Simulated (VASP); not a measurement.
# GaSb3 in VASP: a series of runs

GaSb3 is run at these levels: PBEsol; tasks: single point.

Everything below comes from runs of VASP 6.6.1. Logs are shortened: lines on timing, memory, paths and dates and some standing lists are left out, and cuts for length are marked.

## (1) The cell of the first run

The structure is cubic, space group Fm-3m (No. 225). The conventional cell has a = 7.461 Å, b = 7.461 Å, c = 7.461 Å, α = 90.00°, β = 90.00°, γ = 90.00°. Sb (site symmetry m-3m) has 8 Sb at 3.23 Å and 6 Ga at 3.73 Å within 4.3 Å. Sb (site symmetry -43m) has 10 Sb at 3.23 to 3.73 Å and 4 Ga at 3.23 Å within 4.3 Å. Ga (site symmetry m-3m) has 14 Sb at 3.23 to 3.73 Å within 4.3 Å.

## (2) Single point, PBEsol

Contents of INCAR:

```
SYSTEM = GaSb3
PREC = Accurate
ENCUT = 520
EDIFF = 1E-6
ISMEAR = -1
SIGMA = 0.05
LREAL = .FALSE.
LASPH = .TRUE.
NELM = 100
ALGO = Normal
ISIF = 2
LWAVE = .FALSE.
LCHARG = .FALSE.
GGA = PS
NBANDS = 22
```

Contents of KPOINTS:

```
Automatic mesh
0
G
  4 4 4
  0 0 0
```

Contents of POSCAR:

```
GaSb3
1.0
    0.0000000000      3.7305950000      3.7305950000
    3.7305950000      0.0000000000      3.7305950000
    3.7305950000      3.7305950000      0.0000000000
Sb Ga
3 1
Direct
    0.5000000000      0.5000000000      0.5000000000
    0.7500000000      0.7500000000      0.7500000000
    0.2500000000      0.2500000000      0.2500000000
    0.0000000000      0.0000000000      0.0000000000
```

Potentials or basis: VASP PAW PBE potentials, release 64 (Sb, Ga_d).

Launch:

```console
cat potpaw_PBE.64/Sb/POTCAR potpaw_PBE.64/Ga_d/POTCAR > POTCAR
mpirun -np 1 vasp_std > vasp.out
```

OUTCAR:

```text
SYSTEM = GaSb3
   PREC = Accurate
   ENCUT = 520
   EDIFF = 1E-6
   ISMEAR = -1
   LREAL = .FALSE.
   LASPH = .TRUE.
   NELM = 100
   ISIF = 2
   GGA = PS

 ion  position               nearest neighbor table
   1  0.500  0.500  0.500-   3 3.23   3 3.23   3 3.23   2 3.23   3 3.23   2 3.23   2 3.23   2 3.23

   2  0.750  0.750  0.750-   1 3.23   1 3.23   1 3.23   1 3.23   4 3.23   4 3.23   4 3.23   4 3.23
                             3 3.73   3 3.73   3 3.73   3 3.73   3 3.73   3 3.73
   3  0.250  0.250  0.250-   4 3.23   4 3.23   4 3.23   1 3.23   4 3.23   1 3.23   1 3.23   1 3.23
                             2 3.73   2 3.73   2 3.73   2 3.73   2 3.73   2 3.73
   4  0.000  0.000  0.000-   2 3.23   2 3.23   2 3.23   2 3.23   3 3.23   3 3.23   3 3.23   3 3.23

  LATTYP: Found a face centered cubic cell.
 ALAT       =     7.4611900000

  Lattice vectors:

 A1 = (   0.0000000000,   3.7305950000,   3.7305950000)
 A2 = (   3.7305950000,   0.0000000000,   3.7305950000)
 A3 = (   3.7305950000,   3.7305950000,   0.0000000000)

Analysis of symmetry for initial positions (statically):
=====================================================================
 Subroutine PRICEL returns:
 Original cell was already a primitive cell.

 Routine SETGRP: Setting up the symmetry group for a
 face centered cubic supercell.

 Subroutine GETGRP returns: Found 48 space group operations
 (whereof 48 operations were pure point group operations)
 out of a pool of 48 trial point group operations.

The static configuration has the point symmetry O_h .

Analysis of symmetry for dynamics (positions and initial velocities):
=====================================================================
 Subroutine PRICEL returns:
 Original cell was already a primitive cell.

 Routine SETGRP: Setting up the symmetry group for a
 face centered cubic supercell.

 Subroutine GETGRP returns: Found 48 space group operations
 (whereof 48 operations were pure point group operations)
 out of a pool of 48 trial point group operations.

The dynamic configuration has the point symmetry O_h .

 Subroutine INISYM returns: Found 48 space group operations
 (whereof 48 operations are pure point group operations),
 and found     1 'primitive' translations

----------------------------------------------------------------------------------------

                                     Primitive cell

  volume of cell :     103.8399

  direct lattice vectors                    reciprocal lattice vectors
     0.000000000  3.730595000  3.730595000    -0.134026878  0.134026878  0.134026878
     3.730595000  0.000000000  3.730595000     0.134026878 -0.134026878  0.134026878
     3.730595000  3.730595000  0.000000000     0.134026878  0.134026878 -0.134026878

  length of vectors
     5.275858045  5.275858045  5.275858045     0.232141362  0.232141362  0.232141362

  position of ions in fractional coordinates (direct lattice)
     0.500000000  0.500000000  0.500000000
     0.750000000  0.750000000  0.750000000
     0.250000000  0.250000000  0.250000000
     0.000000000  0.000000000  0.000000000

  ion indices of the primitive-cell ions
   primitive index   ion index
                 1           1
                 2           2
                 3           3
                 4           4

----------------------------------------------------------------------------------------

 KPOINTS: Automatic mesh

Automatic generation of k-mesh.
 Grid dimensions read from file:
 generate k-points for:    4    4    4

 Generating k-lattice:

  Cartesian coordinates                     Fractional coordinates (reciprocal lattice)
    -0.033506719  0.033506719  0.033506719     0.250000000  0.000000000  0.000000000
     0.033506719 -0.033506719  0.033506719     0.000000000  0.250000000  0.000000000
     0.033506719  0.033506719 -0.033506719     0.000000000  0.000000000  0.250000000

  Length of vectors
     0.058035340  0.058035340  0.058035340

  Shift w.r.t. Gamma in fractional coordinates (k-lattice)
     0.000000000  0.000000000  0.000000000

 Subroutine IBZKPT returns following result:
 ===========================================

 Found      8 irreducible k-points:

 Following reciprocal coordinates:
            Coordinates               Weight
  0.000000  0.000000  0.000000      1.000000
  0.250000  0.000000  0.000000      8.000000
  0.500000  0.000000  0.000000      4.000000
  0.250000  0.250000  0.000000      6.000000
  0.500000  0.250000  0.000000     24.000000
 -0.250000  0.250000  0.000000     12.000000
  0.500000  0.500000  0.000000      3.000000
 -0.250000  0.500000  0.250000      6.000000
   k-points           NKPTS =      8   k-points in BZ     NKDIM =      8   number of bands    NBANDS=     22
   number of dos      NEDOS =    301   number of ions     NIONS =      4
   total plane-waves  NPLWV =  64000
   dimension x,y,z NGX =    40 NGY =   40 NGZ =   40
   dimension x,y,z NGXF=    80 NGYF=   80 NGZF=   80
   ions per type =               3   1
   NGX,Y,Z   is equivalent  to a cutoff of  12.60, 12.60, 12.60 a.u.
   NGXF,Y,Z  is equivalent  to a cutoff of  25.21, 25.21, 25.21 a.u.
 SYSTEM =  GaSb3
   PREC   = accura    normal or accurate (medium, high low for compatibility)
   ISTART =      0    job   : 0-new  1-cont  2-samecut
   ICHARG =      2    charge: 1-file 2-atom 10-const
   ISPIN  =      1    spin polarized calculation?
   LNONCOLLINEAR =      F non collinear calculations
   LSORBIT =      F    spin-orbit coupling
   LASPH  =      T    aspherical Exc in radial PAW
   ENCUT  =  520.0 eV  38.22 Ry    6.18 a.u.   9.81  9.81  9.81*2*pi/ulx,y,z
   NELM   =    100;   NELMIN=  2; NELMDL= -5     # of ELM steps
   EDIFF  = 0.1E-05   stopping-criterion for ELM
   LREAL  =      F    real-space projection
   EDIFFG = 0.1E-04   stopping-criterion for IOM
   NSW    =      0    number of steps for IOM
   IBRION =     -1    ionic relax: 0-MD 1-quasi-New 2-CG
   NFREE  =      0    steps in history (QN), initial steepest desc. (CG)
   ISIF   =      2    stress and relaxation
   ISYM   =      2    0-nonsym 1-usesym 2-fastsym
   POTIM  = 0.5000    time-step for ionic-motion
   TEBEG  =    0.0;   TEEND  =   0.0 temperature during run
   PSTRESS=    0.0 pullay stress
   NELECT =      28.0000    total number of electrons
   NUPDOWN=      -1.0000    fix difference up-down
   EMIN   =  10.00;   EMAX   =-10.00  energy-range for DOS
   EFERMI =   0.00;   METHOD = LEGACY
   ISMEAR =    -1;   SIGMA  =   0.05  broadening in eV -4-tet -1-fermi 0-gaus
   EFERMI_NEDOS =   21; number of points for ismear=-14 and -15
   IALGO  =     38    algorithm
   IMIX   =      4    mixing-type and parameters
     AMIX     =   0.40;   BMIX     =  1.00
     AMIX_MAG =   1.60;   BMIX_MAG =  1.00
  volume/ion in A,a.u.               =      25.96       175.19
  Fermi-wavevector in a.u.,A,eV,Ry     =   1.057644  1.998657 15.219617  1.118610
  Thomas-Fermi vector in A             =   2.192924
   LORBIT       =      0    0 simple, 1 ext, 2 COOP (PROOUT), +10 PAW based schemes
   GGA     = PS    functional components
   LHFCALC =     F    Hartree Fock is set to
   AEXX    =    0.0000 exact exchange contribution
   IVDW    =     0    specifies the selected vdW correction
   LEPSILON=     F    determine dielectric tensor
   LRPA    =     F    only Hartree local field effects (RPA)
 non-spin polarized calculation
  energy-cutoff  :      520.00
  volume of cell :      103.84
 maximum number of plane-waves:      2826
   NGX = 19   NGY = 19   NGZ = 19

 number of electron      28.0000014 magnetization

 Free energy of the ion-electron system (eV)
  ---------------------------------------------------
  ext. energy  EPLUGINS =         0.00000000
  ---------------------------------------------------
  free energy    TOTEN  =       -16.07117523 eV

  energy without entropy =      -16.02347764  energy(sigma->0) =      -16.04732643

 E-fermi :   7.3334     XC(G=0): -10.3076

 val. band max:        7.2511586220   @ k =   0.5000   0.0000   0.0000
 cond. band min:       7.3585228015   @ k =   0.5000   0.2500   0.0000
 fundamental gap:      0.1073641794
 Fermi energy:         7.3333520276

 k-point     1 :       0.0000    0.0000    0.0000
  band No.  band energies     occupation
      1      -7.4622      2.00000
      2      -7.4622      2.00000
      3      -7.4622      2.00000
      4      -7.4493      2.00000
      5      -7.4493      2.00000
      6      -5.1573      2.00000
[... 14 lines left out ...]
     21      14.0168      0.00000
     22      14.0168      0.00000

 k-point     2 :       0.2500    0.0000    0.0000
  band No.  band energies     occupation
      1      -7.4648      2.00000
      2      -7.4611      2.00000
      3      -7.4611      2.00000
      4      -7.4496      2.00000
      5      -7.4496      2.00000
      6      -4.6829      2.00000
[... 14 lines left out ...]
     21      12.4422      0.00000
     22      12.8724      0.00000

 k-point     3 :       0.5000    0.0000    0.0000
  band No.  band energies     occupation
      1      -7.4677      2.00000
      2      -7.4602      2.00000
      3      -7.4602      2.00000
      4      -7.4497      2.00000
      5      -7.4497      2.00000
      6      -3.6325      2.00000
[... 14 lines left out ...]
     21      12.6331      0.00000
     22      15.9984      0.00000

 k-point     4 :       0.2500    0.2500    0.0000
  band No.  band energies     occupation
      1      -7.4664      2.00000
      2      -7.4601      2.00000
      3      -7.4601      2.00000
      4      -7.4512      2.00000
      5      -7.4488      2.00000
      6      -4.5226      2.00000
[... 14 lines left out ...]
     21      12.0422      0.00000
     22      12.0422      0.00000

 k-point     5 :       0.5000    0.2500    0.0000
  band No.  band energies     occupation
      1      -7.4673      2.00000
      2      -7.4609      2.00000
      3      -7.4589      2.00000
      4      -7.4520      2.00000
      5      -7.4491      2.00000
      6      -3.4955      2.00000
[... 14 lines left out ...]
     21      12.3671      0.00000
     22      13.6808      0.00000

 k-point     6 :      -0.2500    0.2500    0.0000
  band No.  band energies     occupation
      1      -7.4647      2.00000
      2      -7.4627      2.00000
      3      -7.4598      2.00000
      4      -7.4503      2.00000
      5      -7.4500      2.00000
      6      -3.9212      2.00000
[... 14 lines left out ...]
     21      12.9499      0.00000
     22      14.1339      0.00000

 k-point     7 :       0.5000    0.5000    0.0000
  band No.  band energies     occupation
      1      -7.4708      2.00000
      2      -7.4578      2.00000
      3      -7.4578      2.00000
      4      -7.4540      2.00000
      5      -7.4483      2.00000
      6      -2.8504      2.00000
[... 14 lines left out ...]
     21      12.2405      0.00000
     22      12.9494      0.00000

 k-point     8 :      -0.2500    0.5000    0.2500
  band No.  band energies     occupation
      1      -7.4646      2.00000
      2      -7.4646      2.00000
      3      -7.4578      2.00000
      4      -7.4526      2.00000
      5      -7.4494      2.00000
      6      -2.5109      2.00000
[... 14 lines left out ...]
     21      11.3330      0.00000
     22      15.4180      0.00000

------------------------ aborting loop because EDIFF is reached ----------------------------------------

  FORCE on cell =-STRESS in cart. coord.  units (eV):
  Direction    XX          YY          ZZ          XY          YZ          ZX
  --------------------------------------------------------------------------------------
  -------------------------------------------------------------------------------------
  Total       -3.3971191     -3.3971191     -3.3971191      0.0000000      0.0000000      0.0000000
  in kB      -52.4151765    -52.4151765    -52.4151765      0.0000000      0.0000000      0.0000000
  external PRESSURE =     -52.4151765 kB  Pullay stress =       0.0000000 kB

 VOLUME and BASIS-vectors are now :
 -----------------------------------------------------------------------------
  energy-cutoff  :      520.00
  volume of cell :      103.84
      direct lattice vectors                 reciprocal lattice vectors
     0.000000000  3.730595000  3.730595000    -0.134026878  0.134026878  0.134026878
     3.730595000  0.000000000  3.730595000     0.134026878 -0.134026878  0.134026878
     3.730595000  3.730595000  0.000000000     0.134026878  0.134026878 -0.134026878

 POSITION                                       TOTAL-FORCE (eV/Angst)
 -----------------------------------------------------------------------------------
      3.73060      3.73060      3.73060        -0.000000     -0.000000     -0.000000
      5.59589      5.59589      5.59589         0.000000      0.000000      0.000000
      1.86530      1.86530      1.86530        -0.000000     -0.000000     -0.000000
      0.00000      0.00000      0.00000        -0.000000     -0.000000     -0.000000
 -----------------------------------------------------------------------------------
    total drift:                               -0.000000      0.000000      0.000000

  FREE ENERGIE OF THE ION-ELECTRON SYSTEM (eV)
  ---------------------------------------------------
  free  energy   TOTEN  =       -16.0711752292 eV

  energy  without entropy=      -16.0234776373  energy(sigma->0) =      -16.04732643
```

It took 16 s on 1 thread of Intel Xeon Platinum 8375C at 2.90GHz (Ice Lake), shared host; peak memory 0.24 GiB.

Results:

```yaml
Free_energy: -16.0712 eV
Pressure: -5.2 GPa
Band_gap_on_the_k_mesh: zero (band 14 reaches 8.71 eV, above the bottom of band 15 at 4.91 eV)
```

Caveat: the k points lie up to 0.36 Å⁻¹ apart; the PAW data sets were made with another functional, which shifts forces and pressure a little; spin-orbit coupling is left out, which moves the levels of the heavy elements.

## (3) Single point, PBEsol, non-collinear spin, zero start, spin-orbit coupling

Contents of INCAR:

```
SYSTEM = GaSb3
PREC = Accurate
ENCUT = 520
EDIFF = 1E-6
ISMEAR = -1
SIGMA = 0.05
LREAL = .False.
LASPH = .True.
NELM = 150
ALGO = Normal
ISIF = 2
LWAVE = .False.
LCHARG = .True.
MAGMOM = 0 0 0 0 0 0 0 0 0 0 0 0
LORBIT = 11
LSORBIT = .True.
GGA_COMPAT = .False.
LORBMOM = .True.
GGA = PS
LVHAR = .True.
NBANDS = 42
```

Contents of KPOINTS:

```
regular mesh
0
Gamma
  4 4 4
  0 0 0
```

POSCAR is that of step 2.

Potentials or basis: VASP PAW PBE potentials, release 64 (Sb, Ga_d).

Launch:

```console
cat potpaw_PBE.64/Sb/POTCAR potpaw_PBE.64/Ga_d/POTCAR > POTCAR
mpirun -np 1 vasp_ncl > vasp.out
```

Run time: 78 s. Hardware: 1 thread of Intel Xeon Platinum 8375C at 2.90GHz (Ice Lake), shared host; peak memory 0.49 GiB.

Results (log left out):

| Item | Value |
| --- | --- |
| Free energy | -16.2844 eV |
| Pressure | -4.6 GPa |
| Net moment | 0.00 μB per cell |
| Valence electrons inside the program's atomic spheres | Sb 2.32, 2.33; Ga 11.43 |

Moments on the atoms (μB; x, y, z):
```
Sb  0.00 0.00 0.00
Sb  0.00 0.00 0.00
Sb  0.00 0.00 0.00
Ga  0.00 0.00 0.00
```

Caveat: the k points lie up to 0.36 Å⁻¹ apart; the PAW data sets were made with another functional, which shifts forces and pressure a little.

[end of part 1 of 2]
